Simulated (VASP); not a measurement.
# BN (Qingsongite) (F-43m) in VASP: notebook

BN (Qingsongite) is run at these levels: PBE; tasks: relaxation of cell and atoms.

All numbers are computed with VASP 6.6.1; they aren't measurements. Logs are shortened: lines on timing, memory, paths and dates and some standing lists are left out, and cuts for length are marked.

### Step 1. The cell of the first run

Symmetry: F-43m, No. 216, cubic system. Conventional cell: a = 3.615 Å, b = 3.615 Å, c = 3.615 Å, α = 90.00°, β = 90.00°, γ = 90.00°. Within 2.1 Å of B (site symmetry -43m) lie 4 N at 1.57 Å. Within 2.1 Å of N (site symmetry -43m) lie 4 B at 1.57 Å.

### Step 2. Relaxation of cell and atoms, PBE, target pressure 102 GPa, at which the enthalpy is minimised

Contents of INCAR:

```
SYSTEM = BN
ALGO     = Normal         ! electronic algorithm
EDIFF    = 1E-7           ! SCF threshold, eV
EDIFFG   = -0.05          ! ionic threshold
ENCUT    = 600            ! plane-wave cutoff, eV
GGA      = PE             ! functional
GGA_COMPAT= .False.      
IBRION   = 2              ! ionic algorithm
ISIF     = 3              ! what is computed and relaxed
ISMEAR   = 0              ! smearing method
LASPH    = .True.         ! aspherical terms in the spheres
LCHARG   = .False.        ! write CHGCAR
LREAL    = .False.        ! projectors in reciprocal space
LWAVE    = .False.        ! write WAVECAR
NELM     = 120            ! most SCF steps
NELMIN   = 4            
NSW      = 80             ! ionic steps
PREC     = Accurate       ! precision mode
PSTRESS  = 1020.0       
SIGMA    = 0.1            ! smearing width, eV
```

Contents of KPOINTS:

```
k-points
0
Gamma
  10 10 10
  0 0 0
```

Contents of POSCAR:

```
BN
1.0
    0.0000000000      1.8075000000      1.8075000000
    1.8075000000      0.0000000000      1.8075000000
    1.8075000000      1.8075000000      0.0000000000
B N
1 1
Direct
    0.0000000000      0.0000000000      0.0000000000
    0.2500000000      0.2500000000      0.2500000000
```

Potentials or basis: VASP PAW PBE potentials, release 64 (B, N).

Launch:

```sh
cat potpaw_PBE.64/B/POTCAR potpaw_PBE.64/N/POTCAR > POTCAR
mpirun -np 1 vasp_std > vasp.out
```

OUTCAR:

```text
SYSTEM = BN
   EDIFF = 1E-7
   EDIFFG = -0.05
   ENCUT = 600
   GGA = PE
   IBRION = 2
   ISIF = 3
   ISMEAR = 0
   LASPH = .True.
   LREAL = .False.
   NELM = 120
   NELMIN = 4
   NSW = 80
   PREC = Accurate
   PSTRESS = 1020.0

 ion  position               nearest neighbor table
   1  0.000  0.000  0.000-   2 1.57   2 1.57   2 1.57   2 1.57
   2  0.250  0.250  0.250-   1 1.57   1 1.57   1 1.57   1 1.57

  LATTYP: Found a face centered cubic cell.
 ALAT       =     3.6150000000

  Lattice vectors:

 A1 = (   0.0000000000,   1.8075000000,   1.8075000000)
 A2 = (   1.8075000000,   0.0000000000,   1.8075000000)
 A3 = (   1.8075000000,   1.8075000000,   0.0000000000)

Analysis of symmetry for initial positions (statically):
=====================================================================
 Subroutine PRICEL returns:
 Original cell was already a primitive cell.

 Routine SETGRP: Setting up the symmetry group for a
 face centered cubic supercell.

 Subroutine GETGRP returns: Found 24 space group operations
 (whereof 24 operations were pure point group operations)
 out of a pool of 48 trial point group operations.

The static configuration has the point symmetry T_d .

Analysis of symmetry for dynamics (positions and initial velocities):
=====================================================================
 Subroutine PRICEL returns:
 Original cell was already a primitive cell.

 Routine SETGRP: Setting up the symmetry group for a
 face centered cubic supercell.

 Subroutine GETGRP returns: Found 24 space group operations
 (whereof 24 operations were pure point group operations)
 out of a pool of 48 trial point group operations.

The dynamic configuration has the point symmetry T_d .

 Subroutine INISYM returns: Found 24 space group operations
 (whereof 24 operations are pure point group operations),
 and found     1 'primitive' translations

----------------------------------------------------------------------------------------

                                     Primitive cell

  volume of cell :      11.8104

  direct lattice vectors                    reciprocal lattice vectors
     0.000000000  1.807500000  1.807500000    -0.276625173  0.276625173  0.276625173
     1.807500000  0.000000000  1.807500000     0.276625173 -0.276625173  0.276625173
     1.807500000  1.807500000  0.000000000     0.276625173  0.276625173 -0.276625173

  length of vectors
     2.556191014  2.556191014  2.556191014     0.479128854  0.479128854  0.479128854

  position of ions in fractional coordinates (direct lattice)
     0.000000000  0.000000000  0.000000000
     0.250000000  0.250000000  0.250000000

  ion indices of the primitive-cell ions
   primitive index   ion index
                 1           1
                 2           2

----------------------------------------------------------------------------------------

 KPOINTS: k-points

Automatic generation of k-mesh.
 Grid dimensions read from file:
 generate k-points for:   10   10   10

 Generating k-lattice:

  Cartesian coordinates                     Fractional coordinates (reciprocal lattice)
    -0.027662517  0.027662517  0.027662517     0.100000000  0.000000000  0.000000000
     0.027662517 -0.027662517  0.027662517     0.000000000  0.100000000  0.000000000
     0.027662517  0.027662517 -0.027662517     0.000000000  0.000000000  0.100000000

  Length of vectors
     0.047912885  0.047912885  0.047912885

  Shift w.r.t. Gamma in fractional coordinates (k-lattice)
     0.000000000  0.000000000  0.000000000

 Subroutine IBZKPT returns following result:
 ===========================================

 Found     47 irreducible k-points:

 Following reciprocal coordinates:
            Coordinates               Weight
  0.000000  0.000000  0.000000      1.000000
  0.100000  0.000000  0.000000      8.000000
  0.200000  0.000000  0.000000      8.000000
  0.300000  0.000000  0.000000      8.000000
  0.400000  0.000000  0.000000      8.000000
  0.500000  0.000000  0.000000      4.000000
[... 16 lines left out ...]
  0.300000  0.300000  0.000000      6.000000
  0.400000  0.300000  0.000000     24.000000
 [... further k-points ...]
   k-points           NKPTS =     47   k-points in BZ     NKDIM =     47   number of bands    NBANDS=      8
   number of dos      NEDOS =    301   number of ions     NIONS =      2
   total plane-waves  NPLWV =   8000
   dimension x,y,z NGX =    20 NGY =   20 NGZ =   20
   dimension x,y,z NGXF=    40 NGYF=   40 NGZF=   40
   ions per type =               1   1
   NGX,Y,Z   is equivalent  to a cutoff of  13.01, 13.01, 13.01 a.u.
   NGXF,Y,Z  is equivalent  to a cutoff of  26.01, 26.01, 26.01 a.u.
 SYSTEM =  BN
   PREC   = accura    normal or accurate (medium, high low for compatibility)
   ISTART =      0    job   : 0-new  1-cont  2-samecut
   ICHARG =      2    charge: 1-file 2-atom 10-const
   ISPIN  =      1    spin polarized calculation?
   LNONCOLLINEAR =      F non collinear calculations
   LSORBIT =      F    spin-orbit coupling
   LASPH  =      T    aspherical Exc in radial PAW
   ENCUT  =  600.0 eV  44.10 Ry    6.64 a.u.   5.11  5.11  5.11*2*pi/ulx,y,z
   NELM   =    120;   NELMIN=  4; NELMDL= -5     # of ELM steps
   EDIFF  = 0.1E-06   stopping-criterion for ELM
   LREAL  =      F    real-space projection
   EDIFFG = -.5E-01   stopping-criterion for IOM
   NSW    =     80    number of steps for IOM
   IBRION =      2    ionic relax: 0-MD 1-quasi-New 2-CG
   NFREE  =      1    steps in history (QN), initial steepest desc. (CG)
   ISIF   =      3    stress and relaxation
   ISYM   =      2    0-nonsym 1-usesym 2-fastsym
   POTIM  = 0.5000    time-step for ionic-motion
   TEBEG  =    0.0;   TEEND  =   0.0 temperature during run
   PSTRESS= 1020.0 pullay stress
   NELECT =       8.0000    total number of electrons
   NUPDOWN=      -1.0000    fix difference up-down
   EMIN   =  10.00;   EMAX   =-10.00  energy-range for DOS
   EFERMI =   0.00;   METHOD = LEGACY
   ISMEAR =     0;   SIGMA  =   0.10  broadening in eV -4-tet -1-fermi 0-gaus
   EFERMI_NEDOS =   21; number of points for ismear=-14 and -15
   IALGO  =     38    algorithm
   IMIX   =      4    mixing-type and parameters
     AMIX     =   0.40;   BMIX     =  1.00
     AMIX_MAG =   1.60;   BMIX_MAG =  1.00
  volume/ion in A,a.u.               =       5.91        39.85
  Fermi-wavevector in a.u.,A,eV,Ry     =   1.437749  2.716952 28.124920  2.067123
  Thomas-Fermi vector in A             =   2.556793
   LORBIT       =      0    0 simple, 1 ext, 2 COOP (PROOUT), +10 PAW based schemes
   GGA     = PE    functional components
   LHFCALC =     F    Hartree Fock is set to
   AEXX    =    0.0000 exact exchange contribution
   IVDW    =     0    specifies the selected vdW correction
   LEPSILON=     F    determine dielectric tensor
   LRPA    =     F    only Hartree local field effects (RPA)
 conjugate gradient relaxation of ions
 non-spin polarized calculation
 Gauss-broadening in eV      SIGMA  =   0.10
  energy-cutoff  :      600.00
  volume of cell :       11.81
 maximum number of plane-waves:       411
   NGX = 11   NGY = 11   NGZ = 11

--------------------------------------- Ionic step        1  -------------------------------------------

 number of electron       7.9999999 magnetization

 Free energy of the ion-electron system (eV)
  ---------------------------------------------------
  ext. energy  EPLUGINS =         0.00000000
  ---------------------------------------------------
  free energy    TOTEN  =       -17.45341840 eV

  energy without entropy =      -17.45341840  energy(sigma->0) =      -17.45341840

------------------------ aborting loop because EDIFF is reached ----------------------------------------

  FORCE on cell =-STRESS in cart. coord.  units (eV):
  Direction    XX          YY          ZZ          XY          YZ          ZX
  --------------------------------------------------------------------------------------
  -------------------------------------------------------------------------------------
  Total        0.2217266      0.2217266      0.2217266     -0.0000000      0.0000000      0.0000000
  in kB       30.0790053     30.0790053     30.0790053     -0.0000000      0.0000000      0.0000000
  external PRESSURE =    -989.9209947 kB  Pullay stress =    1020.0000000 kB
[... 61 lines left out ...]
  enthalpy is  TOTEN    =        -6.6325286274 eV   P V=        4.2063783108

--------------------------------------- Ionic step        3  -------------------------------------------

 number of electron       8.0000001 magnetization

 E-fermi :   9.9097     XC(G=0): -13.6223

 val. band max:        9.4853640426   @ k =   0.0000   0.0000   0.0000
 cond. band min:      14.0958215084   @ k =   0.5000   0.5000   0.0000
 fundamental gap:      4.6104574658
 Fermi energy:         9.9096736783

 k-point     1 :       0.0000    0.0000    0.0000
  band No.  band energies     occupation
      1     -12.6645      2.00000
      2       9.4854      2.00000
      3       9.4854      2.00000
      4       9.4854      2.00000
      5      19.0617      0.00000
      6      19.0617      0.00000
      7      19.0617      0.00000
      8      22.5379      0.00000
[... 326 lines left out ...]
  enthalpy is  TOTEN    =       -10.6292849808 eV   P V=        6.2941812358

--------------------------------------- Ionic step        5  -------------------------------------------

 number of electron       8.0000000 magnetization

 Free energy of the ion-electron system (eV)
  ---------------------------------------------------
  ext. energy  EPLUGINS =         0.00000000
  ---------------------------------------------------
  free energy    TOTEN  =       -16.88334255 eV

  energy without entropy =      -16.88334255  energy(sigma->0) =      -16.88334255

 E-fermi :  10.3508     XC(G=0): -13.7563

 val. band max:        9.8512199607   @ k =   0.0000   0.0000   0.0000
 cond. band min:      14.4834757489   @ k =   0.5000   0.5000   0.0000
 fundamental gap:      4.6322557882
 Fermi energy:        10.3507620936

 k-point     1 :       0.0000    0.0000    0.0000
  band No.  band energies     occupation
      1     -12.6347      2.00000
      2       9.8512      2.00000
      3       9.8512      2.00000
      4       9.8512      2.00000
      5      19.5513      0.00000
      6      19.5513      0.00000
      7      19.5513      0.00000
      8      23.3688      0.00000
[... 282 lines left out ...]
  FREE ENERGIE OF THE ION-ELECTRON SYSTEM (eV)
  ---------------------------------------------------
  free  energy   TOTEN  =       -16.8833425486 eV

  energy  without entropy=      -16.8833425486  energy(sigma->0) =      -16.88334255

  enthalpy is  TOTEN    =       -10.6302148200 eV   P V=        6.2531277287

 reached required accuracy - stopping structural energy minimisation
```

Run time: 53 s. Hardware: 1 thread of Intel Xeon 8259CL, shared host; peak memory 0.12 GiB.

Results:

- Free energy: -16.8833 eV
- Relaxed volume: 4.91 Å³/atom
- Relaxed cell: a = 2.404 Å, b = 2.404 Å, c = 2.404 Å, α = 60.00°, β = 60.00°, γ = 60.00°
- Space group after relaxing (to 0.05 Å): F-43m (No. 216)
- Energy change on relaxing (the enthalpy is what falls): +285.0 meV/atom
- Ionic steps: 5
- Pressure after relaxing: 102.0 GPa
- Band gap on the k mesh: 4.63 eV, indirect (least direct gap 9.70 eV)

The path:
| step | energy change (eV) | largest force (eV/Å) | pressure (GPa) | volume (Å³) |
| --- | --- | --- | --- | --- |
| 1 | 0.0000 | 0.0000 | 3.01 | 11.81 |
| 2 | 6.6145 | 0.0000 | 628.35 | 6.61 |
| 3 | 0.4207 | 0.0000 | 84.26 | 10.08 |
| 4 | 0.5300 | 0.0000 | 97.40 | 9.89 |
| 5 | 0.5701 | 0.0000 | 102.03 | 9.82 |

Final structure:
```cif
data_structure
_symmetry_space_group_name_H-M 'P 1'
_symmetry_Int_Tables_number 1
_cell_length_a 2.4039
_cell_length_b 2.4039
_cell_length_c 2.4039
_cell_angle_alpha 60.000
_cell_angle_beta 60.000
_cell_angle_gamma 60.000
_cell_volume 9.82
loop_
_atom_site_label
_atom_site_type_symbol
_atom_site_fract_x
_atom_site_fract_y
_atom_site_fract_z
_atom_site_occupancy
B1 B 0.00000 0.00000 0.00000 1
N1 N 0.25000 0.25000 0.25000 1
```

Caveat: the cell is relaxed towards a set pressure, so the enthalpy falls and the energy may rise; the volume moved by over 15 % at a fixed basis, so the end points are rough. A k mesh can miss the band edges.

### Step 3. Relaxation of cell and atoms, PBE, target pressure 162 GPa, at which the enthalpy is minimised

Contents of INCAR:

```
SYSTEM = BN
PREC = Accurate
ENCUT = 600
EDIFF = 1E-7
ISMEAR = 0
SIGMA = 0.1
LREAL = .False.
LASPH = .True.
NELM = 120
ALGO = Normal
ISIF = 3
LWAVE = .False.
LCHARG = .False.
GGA = PE
IBRION = 2
NSW = 80
EDIFFG = -0.05
PSTRESS = 1620.0
GGA_COMPAT = .False.
NELMIN = 4
```

Contents of KPOINTS:

```
Automatic mesh
0
Gamma
  10 10 10
  0 0 0
```

POSCAR is that of step 2.

Potentials or basis: VASP PAW PBE potentials, release 64 (B, N).

Launch:

```sh
cat potpaw_PBE.64/B/POTCAR potpaw_PBE.64/N/POTCAR > POTCAR
mpirun -np 1 vasp_std > vasp.out
```

Run time: 38 s. Hardware: 1 thread of Intel Xeon 8259CL, shared host; peak memory 0.12 GiB.

The run converged. Its results:

```
Free energy                                            : -16.3017 eV
Relaxed volume                                         : 4.55 Å³/atom
Relaxed cell                                           : a = 2.344 Å, b = 2.344 Å, c = 2.344 Å, α = 60.00°, β = 60.00°, γ = 60.00°
Space group after relaxing (to 0.05 Å)                 : F-43m (No. 216)
Energy change on relaxing (the enthalpy is what falls) : +575.8 meV/atom
Ionic steps                                            : 5
Pressure after relaxing                                : 162.5 GPa
Band gap on the k mesh                                 : 4.69 eV, indirect (least direct gap 10.06 eV)
```

Step by step:
```tsv
step	energy change (eV)	largest force (eV/Å)	pressure (GPa)	volume (Å³)
1	0.0000	0.0000	3.01	11.81
2	23.8697	0.0000	2198.48	4.36
3	0.5843	0.0000	103.65	9.80
4	0.8947	0.0000	136.96	9.38
5	1.1517	0.0000	162.54	9.11
```

Final structure:
```yaml
crystal:
  lattice:
    - [0.00000, 1.65763, 1.65763]
    - [1.65763, 0.00000, 1.65763]
    - [1.65763, 1.65763, 0.00000]
  atoms:
    - { symbol: B, position: [0.00000, 0.00000, 0.00000] }
    - { symbol: N, position: [0.25000, 0.25000, 0.25000] }
```

Levels at points of the mesh, in eV from the valence-band top:
```csv
k point,band 2,band 3,band 4,band 5,band 6,band 7
"(0.00, 0.00, 0.00)",0.00,0.00,0.00,10.06,10.06,10.06
"(0.50, 0.00, 0.00)",-13.33,-2.49,-2.49,12.12,12.12,13.80
"(0.50, 0.50, 0.00)",-10.83,-6.35,-6.35,4.69,10.66,22.27
```

Caveat: the cell is relaxed towards a set pressure, so the enthalpy falls and the energy may rise; the volume moved by over 15 % at a fixed basis, so the end points are rough.
